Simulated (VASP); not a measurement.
A run of VASP 6.6.1 is set up as follows.

File INCAR:

```
SYSTEM = CoSi2
ALGO     = Normal         ! electronic algorithm
DIPOL    = 0.5 0.5 0.491
EDIFF    = 1E-7           ! SCF threshold, eV
EDIFFG   = -0.03          ! ionic threshold
ENCUT    = 520            ! plane-wave cutoff, eV
GGA      = PS             ! functional
GGA_COMPAT= .False.      
IBRION   = 2              ! ionic algorithm
IDIPOL   = 3            
ISIF     = 2              ! what is computed and relaxed
ISMEAR   = 0              ! smearing method
LASPH    = .True.         ! aspherical terms in the spheres
LCHARG   = .False.        ! write CHGCAR
LDIPOL   = .True.       
LREAL    = .False.        ! projectors in reciprocal space
LWAVE    = .False.        ! write WAVECAR
NELM     = 120            ! most SCF steps
NELMDL   = -8           
NELMIN   = 4            
NSW      = 90             ! ionic steps
PREC     = Accurate       ! precision mode
SIGMA    = 0.1            ! smearing width, eV
```

The input KPOINTS:

```
k-points
0
Gamma
  8 8 1
  0 0 0
```

POSCAR

```
CoSi2
1.0
    3.7565103743      0.0000000000      0.0000000000
    0.0000000000      3.7565103743      0.0000000000
    0.0000000000      0.0000000000     23.6406348981
Si Co
6 3
Selective dynamics
Direct
    0.5000000000      0.0000000000      0.3595504113  F F F
    0.0000000000      0.5000000000      0.3595504113  F F F
    0.0000000000      0.5000000000      0.4719100823  F F F
    0.5000000000      0.0000000000      0.4719100823  F F F
    0.5000000000      0.0000000000      0.5842697532  T T T
    0.0000000000      0.5000000000      0.5842697532  T T T
    0.5000000000      0.5000000000      0.4157302468  F F F
    0.0000000000      0.0000000000      0.5280899177  T T T
    0.5000000000      0.5000000000      0.6404495887  T T T
```

Potentials or basis: VASP PAW PBE potentials, release 64 (Si, Co).

Run with:

```bash
$ cat potpaw_PBE.64/Si/POTCAR potpaw_PBE.64/Co/POTCAR > POTCAR
$ mpirun -np 1 vasp_std > vasp.out
```

(1) Predict the energy gained by relaxing.

(2) Predict the band gap on the k mesh.

Results:

(1) 6.3 meV/atom.

(2) zero (an odd number of electrons rules out a gap without spin polarisation).

Caveat: the run has no spin polarisation, though such a crystal can be magnetic.
